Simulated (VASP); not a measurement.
# CdTe (F-43m) in VASP: settings compared

Aim: see how the results for CdTe move with the level of theory and the settings. Levels: LDA, PBE. Tasks: vibrations by perturbation theory, dielectric tensor.

Program: VASP 6.6.1. These are calculated values, not measurements. Logs are shortened: lines on timing, memory, paths and dates and some standing lists are left out, and cuts for length are marked.

**1. The cell of the first run**

Symmetry: F-43m, No. 216, cubic system. The conventional cell has a = 6.410 Å, b = 6.410 Å, c = 6.410 Å, α = 90.00°, β = 90.00°, γ = 90.00°. Te (site symmetry -43m) has 4 Cd at 2.78 Å within 3.7 Å. Within 3.7 Å of Cd (site symmetry -43m) lie 4 Te at 2.78 Å.

**2. Vibrations by perturbation theory, LDA**

INCAR reads:

```
PREC = Accurate
ENCUT = 520
EDIFF = 1E-8
ISMEAR = -1
SIGMA = 0.05
LREAL = F
LASPH = T
NELM = 60
ALGO = Normal
ISIF = 2
LWAVE = F
LCHARG = T
IBRION = 8
NSW = 1
```

KPOINTS reads:

```
regular mesh
0
Gamma
  5 5 5
```

POSCAR reads:

```
CdTe
1.0
    0.0000000000      3.2050000000      3.2050000000
    3.2050000000      0.0000000000      3.2050000000
    3.2050000000      3.2050000000      0.0000000000
Te Cd
1 1
Direct
    0.7500000000      0.7500000000      0.7500000000
    0.0000000000      0.0000000000      0.0000000000
```

Potentials or basis: VASP PAW LDA potentials, release 64 (Te, Cd).

On the command line:

```
> cat potpaw_LDA.64/Te/POTCAR potpaw_LDA.64/Cd/POTCAR > POTCAR
> mpirun -np 1 vasp_std > vasp.out
```

OUTCAR:

```text
PREC = Accurate
   ENCUT = 520
   EDIFF = 1E-8
   ISMEAR = -1
   LREAL = F
   LASPH = T
   NELM = 60
   ISIF = 2
   IBRION = 8
   NSW = 1

 ion  position               nearest neighbor table
   1  0.750  0.750  0.750-   2 2.78   2 2.78   2 2.78   2 2.78
   2  0.000  0.000  0.000-   1 2.78   1 2.78   1 2.78   1 2.78

  LATTYP: Found a face centered cubic cell.
 ALAT       =     6.4100000000

  Lattice vectors:

 A1 = (   0.0000000000,   3.2050000000,   3.2050000000)
 A2 = (   3.2050000000,   0.0000000000,   3.2050000000)
 A3 = (   3.2050000000,   3.2050000000,   0.0000000000)

Analysis of symmetry for initial positions (statically):
=====================================================================
 Subroutine PRICEL returns:
 Original cell was already a primitive cell.

 Routine SETGRP: Setting up the symmetry group for a
 face centered cubic supercell.

 Subroutine GETGRP returns: Found 24 space group operations
 (whereof 24 operations were pure point group operations)
 out of a pool of 48 trial point group operations.

The static configuration has the point symmetry T_d .

Analysis of symmetry for dynamics (positions and initial velocities):
=====================================================================
 Subroutine PRICEL returns:
 Original cell was already a primitive cell.

 Routine SETGRP: Setting up the symmetry group for a
 face centered cubic supercell.

 Subroutine GETGRP returns: Found 24 space group operations
 (whereof 24 operations were pure point group operations)
 out of a pool of 48 trial point group operations.

The dynamic configuration has the point symmetry T_d .

 Subroutine INISYM returns: Found 24 space group operations
 (whereof 24 operations are pure point group operations),
 and found     1 'primitive' translations

----------------------------------------------------------------------------------------

                                     Primitive cell

  volume of cell :      65.8437

  direct lattice vectors                    reciprocal lattice vectors
     0.000000000  3.205000000  3.205000000    -0.156006240  0.156006240  0.156006240
     3.205000000  0.000000000  3.205000000     0.156006240 -0.156006240  0.156006240
     3.205000000  3.205000000  0.000000000     0.156006240  0.156006240 -0.156006240

  length of vectors
     4.532554467  4.532554467  4.532554467     0.270210734  0.270210734  0.270210734

  position of ions in fractional coordinates (direct lattice)
     0.750000000  0.750000000  0.750000000
     0.000000000  0.000000000  0.000000000

  ion indices of the primitive-cell ions
   primitive index   ion index
                 1           1
                 2           2

----------------------------------------------------------------------------------------

 KPOINTS: regular mesh

Automatic generation of k-mesh.
 Grid dimensions read from file:
 generate k-points for:    5    5    5

 Generating k-lattice:

  Cartesian coordinates                     Fractional coordinates (reciprocal lattice)
    -0.031201248  0.031201248  0.031201248     0.200000000  0.000000000  0.000000000
     0.031201248 -0.031201248  0.031201248     0.000000000  0.200000000  0.000000000
     0.031201248  0.031201248 -0.031201248     0.000000000  0.000000000  0.200000000

  Length of vectors
     0.054042147  0.054042147  0.054042147

  Shift w.r.t. Gamma in fractional coordinates (k-lattice)
     0.000000000  0.000000000  0.000000000

 Subroutine IBZKPT returns following result:
 ===========================================

 Found     10 irreducible k-points:
[... 64 lines left out ...]
  volume of cell :       65.84
 maximum number of plane-waves:      1807
 NGX is ok and might be reduce to    36
   NGX = 17   NGY = 17   NGZ = 17

--------------------------------------- Ionic step        1  -------------------------------------------

 number of electron      17.9999995 magnetization

 Free energy of the ion-electron system (eV)
  ---------------------------------------------------
  ext. energy  EPLUGINS =         0.00000000
  ---------------------------------------------------
  free energy    TOTEN  =        -6.02939959 eV

  energy without entropy =       -6.02936718  energy(sigma->0) =       -6.02938338

 E-fermi :   2.8279     XC(G=0):  -9.0868

 val. band max:        2.4770333513   @ k =   0.0000   0.0000   0.0000
 cond. band min:       3.1233584269   @ k =   0.0000   0.0000   0.0000
 fundamental gap:      0.6463250756
 Fermi energy:         2.8278702851

 k-point     1 :       0.0000    0.0000    0.0000
  band No.  band energies     occupation
      1      -8.9570      2.00000
      2      -5.9480      2.00000
      3      -5.9480      2.00000
      4      -5.9480      2.00000
      5      -5.6596      2.00000
      6      -5.6596      2.00000
      7       2.4770      1.99821
      8       2.4770      1.99821
      9       2.4770      1.99821
     10       3.1234      0.00541
     11       6.9459      0.00000
     12       6.9459      0.00000
     13       6.9459      0.00000
[... 132 lines left out ...]
      2      -5.8240      2.00000
      3      -5.8167      2.00000
      4      -5.7017      2.00000
      5      -5.6518      2.00000
      6      -5.1451      2.00000
      7      -1.8373      2.00000
      8      -0.0633      2.00000
      9       0.6056      2.00000
     10       6.3543      0.00000
     11       6.6922      0.00000
     12       7.6920      0.00000
     13      10.0136      0.00000

------------------------ aborting loop because EDIFF is reached ----------------------------------------

  FORCE on cell =-STRESS in cart. coord.  units (eV):
  Direction    XX          YY          ZZ          XY          YZ          ZX
  --------------------------------------------------------------------------------------
  -------------------------------------------------------------------------------------
  Total        0.1291704      0.1291704      0.1291704      0.0000000      0.0000000     -0.0000000
  in kB        3.1431083      3.1431083      3.1431083      0.0000000      0.0000000     -0.0000000
  external PRESSURE =       3.1431083 kB  Pullay stress =       0.0000000 kB

 VOLUME and BASIS-vectors are now :
 -----------------------------------------------------------------------------
  energy-cutoff  :      520.00
  volume of cell :       65.84
      direct lattice vectors                 reciprocal lattice vectors
     0.000000000  3.205000000  3.205000000    -0.156006240  0.156006240  0.156006240
     3.205000000  0.000000000  3.205000000     0.156006240 -0.156006240  0.156006240
     3.205000000  3.205000000  0.000000000     0.156006240  0.156006240 -0.156006240

 POSITION                                       TOTAL-FORCE (eV/Angst)
 -----------------------------------------------------------------------------------
      4.80750      4.80750      4.80750        -0.000000     -0.000000     -0.000000
      0.00000      0.00000      0.00000         0.000000      0.000000      0.000000
 -----------------------------------------------------------------------------------
    total drift:                               -0.000000     -0.000000     -0.000000

  FREE ENERGIE OF THE ION-ELECTRON SYSTEM (eV)
  ---------------------------------------------------
  free  energy   TOTEN  =        -6.0293995863 eV

  energy  without entropy=       -6.0293671802  energy(sigma->0) =       -6.02938338

[... ionic steps 2 to 3 ...]

--------------------------------------- Ionic step        4  -------------------------------------------

------------------------ aborting loop because EDIFF is reached ----------------------------------------

[... ionic steps 5 to 6 ...]

--------------------------------------- Ionic step        7  -------------------------------------------

 Free energy of the ion-electron system (eV)
  ---------------------------------------------------
  ---------------------------------------------------
  free energy    TOTEN  =        -0.43206323 eV

  energy without entropy =       -0.43206323

------------------------ aborting loop because EDIFF is reached ----------------------------------------

 INTERNAL STRAIN TENSOR  FOR ION    2  DIRECTION 1   (eV/Angst):
 -----------------------------------------------------------------------------
     0.01345  0.00000  0.00000
     0.00000 -0.00687 -6.51938
    -0.00000 -6.51938 -0.00687

 INTERNAL STRAIN TENSOR FOR ION    2 for displacements in x,y,z  (eV/Angst):
          X           Y           Z          XY          YZ          ZX
  --------------------------------------------------------------------------------
  x     0.00000     0.00000     0.00000     0.00000    -6.51938     0.00000
  y     0.00000     0.00000     0.00000     0.00000     0.00000    -6.51938
  z     0.00000     0.00000     0.00000    -6.51938     0.00000     0.00000

 SECOND DERIVATIVES (NOT SYMMETRIZED)
 ------------------------------------
               1X          1Y          1Z          2X          2Y          2Z
  1X    -4.938923    0.000000    0.000000    4.938923    0.000000    0.000000
  1Y     0.000000   -4.938923    0.000000    0.000000    4.938923    0.000000
  1Z     0.000000    0.000000   -4.938923    0.000000    0.000000    4.938923
  2X     4.917102    0.000000    0.000000   -4.917102    0.000000    0.000000
  2Y     0.000000    4.917102    0.000000    0.000000   -4.917102    0.000000
  2Z     0.000000    0.000000    4.917102    0.000000    0.000000   -4.917102

 Eigenvectors and eigenvalues of the dynamical matrix
 ----------------------------------------------------

   1 f  =    4.488925 THz    28.204745 2PiTHz  149.734406 cm-1    18.564692 meV
             X         Y         Z           dx          dy          dz
      4.807500  4.807500  4.807500     0.000000    0.685172    0.000000
      0.000000  0.000000  0.000000     0.000000   -0.728381    0.000000
[... 21 lines left out ...]
   6 f/i=    0.004960 THz     0.031165 2PiTHz    0.165448 cm-1     0.020513 meV
             X         Y         Z           dx          dy          dz
      4.807500  4.807500  4.807500     0.000000    0.000000    0.728381
      0.000000  0.000000  0.000000     0.000000    0.000000    0.685172

--------------------------------------------------------------------------------------------------------

 ELASTIC MODULI CONTR FROM IONIC RELAXATION (kBar)
 Direction    XX          YY          ZZ          XY          YZ          ZX
 --------------------------------------------------------------------------------
 XX          -0.0000     -0.0000      0.0000     -0.0000      0.0000     -0.0000
 YY          -0.0000     -0.0000     -0.0000     -0.0000     -0.0000     -0.0000
 ZZ           0.0000     -0.0000     -0.0000      0.0000     -0.0000     -0.0000
 XY          -0.0000     -0.0000      0.0000   -203.1598      0.0000      0.0000
 YZ           0.0000     -0.0000     -0.0000      0.0000   -203.1598      0.0000
 ZX          -0.0000     -0.0000     -0.0000      0.0000      0.0000   -203.1598
 --------------------------------------------------------------------------------
```

Run time: 89 s. Hardware: 1 thread of AMD EPYC 7R43 (Zen 3), shared host; peak memory 0.21 GiB.

Results:

```yaml
Highest_phonon_frequency_at_Γ_LO-TO_splitting_left_out: 150 cm⁻¹
```

Phonon frequencies in cm⁻¹ (negative: imaginary):
```tsv
q point	frequencies
(0.000, 0.000, 0.000)	0 0 0 150 150 150
```

Caveat: spin-orbit coupling is left out, which moves the levels of the heavy elements.

(Continued in part 2 of 2.)
